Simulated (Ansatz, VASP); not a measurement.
## Two plane-wave programs on P

```
P
1.0
     2.30274   -5.97235    0.00000
     2.30274    5.97235    0.00000
     0.00000    0.00000    3.30470
P
4
Direct
  0.67653 0.99966 0.50000
  0.99966 0.67653 0.00000
  0.32347 0.00034 0.50000
  0.00034 0.32347 0.00000
```

Alike in both runs: functional PBE; k mesh 12 × 12 × 14; occupations gaussian, width 0.1 eV; no spin polarisation.

Ansatz relaxed the structure, and its values are those at the end. VASP's run is a single point on that final structure, the one shown.

|  | VASP | Ansatz |
| --- | --- | --- |
| version | VASP 6.6.1 | Ansatz 0.2.0 |
| potentials or method | VASP PAW PBE potentials, release 64 (P), cutoff 520 eV | scalar-relativistic, plane waves, PAW |
| valence electrons in the cell | 20 | 20 |

|  | VASP | Ansatz | Ansatz less VASP |
| --- | --- | --- | --- |
| gap on the k mesh at the Fermi level (eV) | none | none | - |
| pressure (GPa) | -0.3 | 0.0 | +0.29 |
| rms of the force components (eV/Å) | 0.029 | 0.002 | -0.0275 |

A gap of «none» marks a metal or a gap that the smearing closes.
